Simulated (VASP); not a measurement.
# Be in VASP: notebook

Be is run at these levels: PBE, r2SCAN; tasks: single point.

All numbers are computed with VASP 6.6.1; they aren't measurements. Logs are shortened: lines on timing, memory, paths and dates and some standing lists are left out, and cuts for length are marked.

### Step 1. The cell of the first run

The typed cell holds 2 atoms: a = 2.285 Å, b = 2.285 Å, c = 3.584 Å, α = 90.00°, β = 90.00°, γ = 120.00°.

### Step 2. Single point, PBE

File INCAR:

```
ALGO     = Fast           # electronic algorithm
EDIFF    = 1E-6           # SCF threshold, eV
ENCUT    = 520            # plane-wave cutoff, eV
GGA      = PE             # functional
ISIF     = 2              # what is computed and relaxed
ISMEAR   = 1              # smearing method
LASPH    = T              # aspherical terms in the spheres
LCHARG   = F              # write CHGCAR
LREAL    = F              # projectors in reciprocal space
LWAVE    = F              # write WAVECAR
NBANDS   = 9              # bands
NELM     = 60             # most SCF steps
PREC     = Accurate       # precision mode
SIGMA    = 0.05           # smearing width, eV
```

File KPOINTS:

```
k-points
0
Gamma
  10 10 6
```

File POSCAR:

```
Be
1.0
    2.2853000000      0.0000000000      0.0000000000
   -1.1426500000      1.9791278553      0.0000000000
    0.0000000000      0.0000000000      3.5842000000
Be
2
Direct
    0.6882380000      0.3384440000      0.7501790000
    0.3173940000      0.6567560000      0.2585440000
```

Potentials or basis: VASP PAW PBE potentials, release 64 (Be).

The run is started by

```bash
cat potpaw_PBE.64/Be/POTCAR > POTCAR
mpirun -np 1 vasp_std > vasp.out
```

OUTCAR:

```text
EDIFF = 1E-6
   ENCUT = 520
   GGA = PE
   ISIF = 2
   ISMEAR = 1
   LASPH = T
   LREAL = F
   NELM = 60
   PREC = Accurate

 ion  position               nearest neighbor table
   1  0.688  0.338  0.750-   2 2.16   2 2.21   2 2.22   2 2.23   2 2.27   2 2.28
   2  0.317  0.657  0.259-   1 2.16   1 2.21   1 2.22   1 2.23   1 2.27   1 2.28

  LATTYP: Found a hexagonal cell.
 ALAT       =     2.2853000000
 C/A-ratio  =     1.5683717674

  Lattice vectors:

 A1 = (   2.2853000000,   0.0000000000,   0.0000000000)
 A2 = (  -1.1426500000,   1.9791278553,   0.0000000000)
 A3 = (   0.0000000000,   0.0000000000,   3.5842000000)

Analysis of symmetry for initial positions (statically):
=====================================================================
 Subroutine PRICEL returns:
 Original cell was already a primitive cell.

 Routine SETGRP: Setting up the symmetry group for a
 hexagonal supercell.

 Subroutine GETGRP returns: Found  2 space group operations
 (whereof  1 operations were pure point group operations)
 out of a pool of 24 trial point group operations.

The static configuration has the point symmetry C_1 .
 The point group associated with its full space group is S_2 .

Analysis of symmetry for dynamics (positions and initial velocities):
=====================================================================
 Subroutine PRICEL returns:
 Original cell was already a primitive cell.

 Routine SETGRP: Setting up the symmetry group for a
 hexagonal supercell.

 Subroutine GETGRP returns: Found  2 space group operations
 (whereof  1 operations were pure point group operations)
 out of a pool of 24 trial point group operations.

The dynamic configuration has the point symmetry C_1 .
 The point group associated with its full space group is S_2 .

 Subroutine INISYM returns: Found  2 space group operations
 (whereof  1 operations are pure point group operations),
 and found     1 'primitive' translations

----------------------------------------------------------------------------------------

                                     Primitive cell

  volume of cell :      16.2110

  direct lattice vectors                    reciprocal lattice vectors
     2.285300000  0.000000000  0.000000000     0.437579311  0.252636533  0.000000000
    -1.142650000  1.979127855  0.000000000     0.000000000  0.505273066  0.000000000
[... 85 lines left out ...]
   EDIFF  = 0.1E-05   stopping-criterion for ELM
   LREAL  =      F    real-space projection
   EDIFFG = 0.1E-04   stopping-criterion for IOM
   NSW    =      0    number of steps for IOM
   IBRION =     -1    ionic relax: 0-MD 1-quasi-New 2-CG
   NFREE  =      0    steps in history (QN), initial steepest desc. (CG)
   ISIF   =      2    stress and relaxation
   ISYM   =      2    0-nonsym 1-usesym 2-fastsym
   POTIM  = 0.5000    time-step for ionic-motion
   TEBEG  =    0.0;   TEEND  =   0.0 temperature during run
   PSTRESS=    0.0 pullay stress
   NELECT =       4.0000    total number of electrons
   NUPDOWN=      -1.0000    fix difference up-down
   EMIN   =  10.00;   EMAX   =-10.00  energy-range for DOS
   EFERMI =   0.00;   METHOD = LEGACY
   ISMEAR =     1;   SIGMA  =   0.05  broadening in eV -4-tet -1-fermi 0-gaus
   EFERMI_NEDOS =   21; number of points for ismear=-14 and -15
   IALGO  =     68    algorithm
   IMIX   =      4    mixing-type and parameters
     AMIX     =   0.40;   BMIX     =  1.00
     AMIX_MAG =   1.60;   BMIX_MAG =  1.00
  volume/ion in A,a.u.               =       8.11        54.70
  Fermi-wavevector in a.u.,A,eV,Ry     =   1.026814  1.940397 14.345258  1.054347
  Thomas-Fermi vector in A             =   2.160726
   LORBIT       =      0    0 simple, 1 ext, 2 COOP (PROOUT), +10 PAW based schemes
   GGA     = PE    functional components
   LHFCALC =     F    Hartree Fock is set to
   AEXX    =    0.0000 exact exchange contribution
   IVDW    =     0    specifies the selected vdW correction
   LEPSILON=     F    determine dielectric tensor
   LRPA    =     F    only Hartree local field effects (RPA)
 non-spin polarized calculation
 RMM-DIIS sequential band-by-band and
 Methfessel and Paxton  Order N= 1 SIGMA  =   0.05
  energy-cutoff  :      520.00
  volume of cell :       16.21
 maximum number of plane-waves:       451
 NGX is ok and might be reduce to    18

 number of electron       4.0000000 magnetization

 Free energy of the ion-electron system (eV)
  ---------------------------------------------------
  ext. energy  EPLUGINS =         0.00000000
  ---------------------------------------------------
  free energy    TOTEN  =        -7.49138110 eV

  energy without entropy =       -7.49138000  energy(sigma->0) =       -7.49138073

 E-fermi :   6.8379     XC(G=0): -10.5232

 val. band max:        6.8167282350   @ k =   0.5000   0.3000   0.0000
 cond. band min:       6.8526176052   @ k =  -0.2000   0.4000   0.0000
 fundamental gap:      0.0358893702
 Fermi energy:         6.8379183444

 k-point     1 :       0.0000    0.0000    0.0000
  band No.  band energies     occupation
      1      -4.3922      2.00000
      2       2.5053      2.00000
      3       7.9166      0.00000
      4      22.2106      0.00000
      5      22.6783      0.00000
      6      24.8712      0.00000
      7      25.6087      0.00000
      8      27.4382      0.00000
      9      33.4341      0.00000
[... 265 lines left out ...]
 k-point    24 :       0.1000    0.2000    0.0000
  band No.  band energies     occupation
      1      -2.3995      2.00000
      2       5.0746      2.00000
      3       8.2422      0.00000
      4      14.3328      0.00000
      5      16.7888      0.00000
      6      22.3054      0.00000
      7      23.2202      0.00000
      8      24.2987      0.00000
      9      28.2414      0.00000

 [... further k-points ...]
[... 5 lines left out ...]
  --------------------------------------------------------------------------------------
  -------------------------------------------------------------------------------------
  Total       -0.0443352     -0.1228079     -0.5218179      0.1241114     -0.0135610     -0.0286275
  in kB       -4.3817780    -12.1374523    -51.5727470     12.2662838     -1.3402728     -2.8293356
  external PRESSURE =     -22.6973258 kB  Pullay stress =       0.0000000 kB

 VOLUME and BASIS-vectors are now :
 -----------------------------------------------------------------------------
  energy-cutoff  :      520.00
  volume of cell :       16.21
      direct lattice vectors                 reciprocal lattice vectors
     2.285300000  0.000000000  0.000000000     0.437579311  0.252636533  0.000000000
    -1.142650000  1.979127855  0.000000000     0.000000000  0.505273066  0.000000000
     0.000000000  0.000000000  3.584200000     0.000000000  0.000000000  0.279002288

 POSITION                                       TOTAL-FORCE (eV/Angst)
 -----------------------------------------------------------------------------------
      1.18611      0.66982      2.68879        -0.262152     -0.124893      0.222820
     -0.02510      1.29980      0.92667         0.262152      0.124893     -0.222820
 -----------------------------------------------------------------------------------
    total drift:                                0.000000     -0.000000      0.000000

  FREE ENERGIE OF THE ION-ELECTRON SYSTEM (eV)
  ---------------------------------------------------
  free  energy   TOTEN  =        -7.4913810981 eV

  energy  without entropy=       -7.4913799973  energy(sigma->0) =       -7.49138073
```

OSZICAR:

```text
N       E                     dE             d eps       ncg     rms          rms(c)
DAV:   1    -0.297137269975E+01   -0.29714E+01   -0.17669E+03  5512   0.365E+02
DAV:   2    -0.750616818372E+01   -0.45348E+01   -0.44088E+01  8260   0.528E+01
DAV:   3    -0.755431089611E+01   -0.48143E-01   -0.47968E-01  6196   0.372E+00
DAV:   4    -0.755438061299E+01   -0.69717E-04   -0.69712E-04  6818   0.147E-01
DAV:   5    -0.755438065441E+01   -0.41419E-07   -0.41298E-07  6118   0.332E-03    0.120E+00
RMM:   6    -0.750919154658E+01    0.45189E-01   -0.51697E-03  5604   0.718E-01    0.736E-01
RMM:   7    -0.749149319198E+01    0.17698E-01   -0.55241E-03  5801   0.639E-01    0.918E-02
RMM:   8    -0.749138128647E+01    0.11191E-03   -0.35993E-04  5979   0.134E-01    0.120E-02
RMM:   9    -0.749138145401E+01   -0.16754E-06   -0.11581E-05  6488   0.303E-02    0.105E-02
RMM:  10    -0.749138109812E+01    0.35589E-06   -0.33520E-06  6334   0.212E-02
   1 F= -.74913811E+01 E0= -.74913807E+01  d E =-.110084E-05
```

stdout:

```text
POSCAR found type information on POSCAR Be
 POSCAR found :  1 types and       2 ions
 scaLAPACK will be used
 LDA part: xc-table for (Slater+PW92), standard interpolation
 POSCAR, INCAR and KPOINTS ok, starting setup
 FFT: planning ... GRIDC
 FFT: planning ... GRID_SOFT
 FFT: planning ... GRID
 WAVECAR not read
 entering main loop
```

Run time: 22 s. Hardware: 1 thread of AMD EPYC 7R13 (Zen 3), shared host; peak memory 0.12 GiB.

Results:

| Quantity | Value |
| --- | --- |
| Free energy | -7.4914 eV |
| Pressure | -2.3 GPa |
| Largest force | 0.366 eV/Å |
| Band gap on the k mesh | zero (band 2 reaches 7.22 eV, above the bottom of band 3 at 6.49 eV) |

Forces in eV/Å, atoms in the order of the input:
```
Be  -0.262 -0.125  0.223
Be   0.262  0.125 -0.223
```

Levels at points of the mesh, in eV from the Fermi level:
```tsv
k point	band 1	band 2	band 3	band 4	band 5	band 6	band 7
(0.00, 0.00, 0.00)	-11.23	-4.33	1.08	15.37	15.84	18.03	18.77
(0.50, 0.00, 0.00)	-4.81	-3.40	3.87	5.96	7.11	9.17	9.65
(0.00, 0.50, 0.00)	-5.00	-3.04	3.45	6.43	6.58	9.18	10.02
(0.50, 0.50, 0.00)	-5.02	-2.99	3.39	6.34	6.66	9.17	10.07
(0.00, 0.00, 0.50)	-9.14	-9.01	10.34	10.87	17.06	17.19	17.28
(0.50, 0.00, 0.50)	-3.69	-3.62	1.64	1.66	11.59	11.90	14.70
(0.00, 0.50, 0.50)	-3.58	-3.49	1.38	1.40	11.56	11.87	15.19
(0.50, 0.50, 0.50)	-3.57	-3.47	1.33	1.36	11.56	11.87	15.26
```

### Step 3. Single point, r2SCAN

File POSCAR:

```
Be
1.0
    2.2853000000      0.0000000000      0.0000000000
   -1.1426500000      1.9791278553      0.0000000000
    0.0000000000      0.0000000000      3.5842000000
Be
2
Direct
    0.6666666667      0.3333333333      0.7500000000
    0.3333333333      0.6666666667      0.2500000000
```

File INCAR.step1:

```
ALGO = Normal ; EDIFF = 1E-4
ENCUT = 520 ; GGA = PE
ISMEAR = 0 ; LASPH = T
LCHARG = F ; LREAL = F
LWAVE = T ; NBANDS = 9
NELM = 80 ; PREC = Accurate
SIGMA = 0.1
```

File INCAR.step2:

```
ALGO = Normal ; EDIFF = 1E-7
ENCUT = 520 ; ISIF = 2
ISMEAR = 0 ; ISTART = 1
LASPH = T ; LCHARG = T
LELF = T ; LMIXTAU = T
LREAL = F ; LVHAR = T
LWAVE = F ; METAGGA = R2SCAN
NBANDS = 9 ; NELM = 80
PREC = Accurate ; SIGMA = 0.1
```

File KPOINTS:

```
k-points
0
Gamma
  18 18 10
```

Potentials or basis: VASP PAW PBE potentials, release 64 (Be).

The run is started by

```bash
cat potpaw_PBE.64/Be/POTCAR > POTCAR
cp INCAR.step1 INCAR
mpirun -np 1 vasp_std > vasp.out
cp INCAR.step2 INCAR
mpirun -np 1 vasp_std > vasp.out
```

Wall time 82 s (1 thread of AMD EPYC 7R13 (Zen 3), shared host); peak memory 0.12 GiB.

The run converged. Its results:

| Item | Value |
| --- | --- |
| Free energy | -8.6733 eV |
| Pressure | -2.8 GPa |
| Band gap on the k mesh | zero (band 2 reaches 8.04 eV, above the bottom of band 3 at 5.79 eV) |

Stress tensor (GPa, compression positive):
```
-3.79  0.00  0.00
 0.00 -3.79  0.00
 0.00  0.00 -0.73
```

Levels at points of the mesh, in eV from the Fermi level:
| k point | band 1 | band 2 | band 3 | band 4 | band 5 | band 6 | band 7 |
| --- | --- | --- | --- | --- | --- | --- | --- |
| (0.00, 0.00, 0.00) | -12.23 | -4.76 | 0.91 | 16.79 | 16.79 | 19.80 | 19.80 |
| (0.50, 0.00, 0.00) | -5.46 | -3.50 | 3.74 | 6.57 | 6.95 | 9.82 | 10.29 |
| (0.00, 0.00, 0.50) | -9.91 | -9.91 | 11.19 | 11.19 | 18.58 | 18.58 | 18.58 |
| (0.50, 0.00, 0.50) | -3.93 | -3.93 | 1.32 | 1.32 | 12.58 | 12.58 | 16.25 |

Caveat: the PAW data sets were made with another functional, which shifts forces and pressure a little.

### Step 4. Single point, PBE

File INCAR:

```
SYSTEM = Be
PREC = Accurate
ENCUT = 520
EDIFF = 1E-6
ISMEAR = 1
SIGMA = 0.05
LREAL = .FALSE.
LASPH = .TRUE.
NELM = 100
ALGO = Normal
ISIF = 2
LWAVE = .FALSE.
LCHARG = .FALSE.
GGA = PE
NBANDS = 9
```

File KPOINTS:

```
regular mesh
0
G
  12 12 7
  0 0 0
```

File POSCAR:

```
Be
1.0
    2.2853000000      0.0000000000      0.0000000000
   -1.1426500000      1.9791278553      0.0000000000
    0.0000000000      0.0000000000      3.5842000000
Be
2
Direct
    0.6882380000      0.3384440000      0.7501790000
    0.3173940000      0.6567560000      0.2585440000
```

Potentials or basis: VASP PAW PBE potentials, release 64 (Be).

The run is started by

```bash
cat potpaw_PBE.64/Be/POTCAR > POTCAR
mpirun -np 1 vasp_std > vasp.out
```

OUTCAR:

```text
SYSTEM = Be
   PREC = Accurate
   ENCUT = 520
   EDIFF = 1E-6
   ISMEAR = 1
   LREAL = .FALSE.
   LASPH = .TRUE.
   NELM = 100
   ISIF = 2
   GGA = PE

 ion  position               nearest neighbor table
   1  0.688  0.338  0.750-   2 2.16   2 2.21   2 2.22   2 2.23   2 2.27   2 2.28
   2  0.317  0.657  0.259-   1 2.16   1 2.21   1 2.22   1 2.23   1 2.27   1 2.28

  LATTYP: Found a hexagonal cell.
 ALAT       =     2.2853000000
 C/A-ratio  =     1.5683717674

  Lattice vectors:

 A1 = (   2.2853000000,   0.0000000000,   0.0000000000)
 A2 = (  -1.1426500000,   1.9791278553,   0.0000000000)
 A3 = (   0.0000000000,   0.0000000000,   3.5842000000)

Analysis of symmetry for initial positions (statically):
=====================================================================
 Subroutine PRICEL returns:
 Original cell was already a primitive cell.

 Routine SETGRP: Setting up the symmetry group for a
 hexagonal supercell.

 Subroutine GETGRP returns: Found  2 space group operations
 (whereof  1 operations were pure point group operations)
 out of a pool of 24 trial point group operations.

The static configuration has the point symmetry C_1 .
 The point group associated with its full space group is S_2 .

Analysis of symmetry for dynamics (positions and initial velocities):
=====================================================================
 Subroutine PRICEL returns:
 Original cell was already a primitive cell.

 Routine SETGRP: Setting up the symmetry group for a
 hexagonal supercell.

 Subroutine GETGRP returns: Found  2 space group operations
 (whereof  1 operations were pure point group operations)
 out of a pool of 24 trial point group operations.

The dynamic configuration has the point symmetry C_1 .
 The point group associated with its full space group is S_2 .

 Subroutine INISYM returns: Found  2 space group operations
 (whereof  1 operations are pure point group operations),
 and found     1 'primitive' translations

[... 115 lines left out ...]
  volume/ion in A,a.u.               =       8.11        54.70
  Fermi-wavevector in a.u.,A,eV,Ry     =   1.026814  1.940397 14.345258  1.054347
  Thomas-Fermi vector in A             =   2.160726
   LORBIT       =      0    0 simple, 1 ext, 2 COOP (PROOUT), +10 PAW based schemes
   GGA     = PE    functional components
   LHFCALC =     F    Hartree Fock is set to
   AEXX    =    0.0000 exact exchange contribution
   IVDW    =     0    specifies the selected vdW correction
   LEPSILON=     F    determine dielectric tensor
   LRPA    =     F    only Hartree local field effects (RPA)
 non-spin polarized calculation
 Methfessel and Paxton  Order N= 1 SIGMA  =   0.05
  energy-cutoff  :      520.00
  volume of cell :       16.21
 maximum number of plane-waves:       452
 NGX is ok and might be reduce to    18

 number of electron       4.0000000 magnetization

 Free energy of the ion-electron system (eV)
  ---------------------------------------------------
  ext. energy  EPLUGINS =         0.00000000
  ---------------------------------------------------
  free energy    TOTEN  =        -7.52625165 eV

  energy without entropy =       -7.52622364  energy(sigma->0) =       -7.52624232

 E-fermi :   7.2727     XC(G=0): -10.5233

 val. band max:        7.2725205602   @ k =  -0.2500   0.4167   0.0000
 cond. band min:       7.2752751031   @ k =  -0.1667   0.4167   0.0000
 fundamental gap:      0.0027545430
 Fermi energy:         7.2727363425

 k-point     1 :       0.0000    0.0000    0.0000
  band No.  band energies     occupation
      1      -4.3918      2.00000
      2       2.5065      2.00000
      3       7.9155     -0.00000
      4      22.2131      0.00000
      5      22.6807      0.00000
      6      24.8737      0.00000
      7      25.6111      0.00000
      8      27.4396      0.00000
      9      33.4323      0.00000
[... 265 lines left out ...]
 k-point    24 :      -0.0833    0.2500    0.0000
  band No.  band energies     occupation
      1      -3.0071      2.00000
      2       4.2872      2.00000
      3       8.2559     -0.00000
      4      15.9248      0.00000
      5      17.7763      0.00000
      6      24.0612      0.00000
      7      24.2053      0.00000
      8      24.7416      0.00000
      9      28.4453      0.00000

 [... further k-points ...]
[... 5 lines left out ...]
  --------------------------------------------------------------------------------------
  -------------------------------------------------------------------------------------
  Total       -0.2619611     -0.3724372     -0.1666693      0.1228372     -0.0134984     -0.0292561
  in kB      -25.8903639    -36.8090309    -16.4723981     12.1403486     -1.3340880     -2.8914587
  external PRESSURE =     -26.3905976 kB  Pullay stress =       0.0000000 kB

 VOLUME and BASIS-vectors are now :
 -----------------------------------------------------------------------------
  energy-cutoff  :      520.00
  volume of cell :       16.21
      direct lattice vectors                 reciprocal lattice vectors
     2.285300000  0.000000000  0.000000000     0.437579311  0.252636533  0.000000000
    -1.142650000  1.979127855  0.000000000     0.000000000  0.505273066  0.000000000
     0.000000000  0.000000000  3.584200000     0.000000000  0.000000000  0.279002288

 POSITION                                       TOTAL-FORCE (eV/Angst)
 -----------------------------------------------------------------------------------
      1.18611      0.66982      2.68879        -0.253823     -0.116570      0.225910
     -0.02510      1.29980      0.92667         0.253823      0.116570     -0.225910
 -----------------------------------------------------------------------------------
    total drift:                                0.000000     -0.000000      0.000000

  FREE ENERGIE OF THE ION-ELECTRON SYSTEM (eV)
  ---------------------------------------------------
  free  energy   TOTEN  =        -7.5262516538 eV

  energy  without entropy=       -7.5262236426  energy(sigma->0) =       -7.52624232
```

stdout:

```text
POSCAR found type information on POSCAR Be
 POSCAR found :  1 types and       2 ions
 scaLAPACK will be used
 LDA part: xc-table for (Slater+PW92), standard interpolation
 POSCAR, INCAR and KPOINTS ok, starting setup
 FFT: planning ... GRIDC
 FFT: planning ... GRID_SOFT
 FFT: planning ... GRID
 WAVECAR not read
 entering main loop
```

Wall time 30 s (1 thread of AMD EPYC 7R13 (Zen 3), shared host); peak memory 0.14 GiB.

What came out:

```
Free energy            : -7.5263 eV
Pressure               : -2.6 GPa
Largest force          : 0.359 eV/Å
Band gap on the k mesh : zero (band 2 reaches 7.65 eV, above the bottom of band 3 at 5.82 eV)
```

Forces on the atoms (eV/Å):
```
Be  -0.254 -0.117  0.226
Be   0.254  0.117 -0.226
```

### Step 5. Summary

| level | k mesh | smearing | gap on the mesh (eV) | pressure (GPa) | largest force (eV/Å) |
| --- | --- | --- | --- | --- | --- |
| PBE | 10 × 10 × 6 | methfessel-paxton 0.05 eV | none | -2.3 | 0.37 |
| r2SCAN | 18 × 18 × 10 | gaussian 0.1 eV | none | -2.8 | - |
| PBE | 12 × 12 × 7 | methfessel-paxton 0.05 eV | none | -2.6 | 0.36 |

Some of these runs hold the atoms at other places in the same cell, which the table doesn't show; runs alike in all that it shows share one row.

Alike in all rows: task single point; potentials or basis VASP PAW PBE potentials, release 64 (Be); no spin polarisation; cell as given; cutoff (eV) 520.

Every run on the cell as given and a fine mesh finds a metal. The pressure there spans -2.8 GPa (r2SCAN) to -2.3 GPa (PBE); a positive pressure means that this level wants a larger cell, a negative one a smaller.

Caveats: the PAW data sets were made with another functional, which shifts forces and pressure a little (some runs).

Total energies depend on the potentials used, so only differences within one code and one set of settings carry meaning.
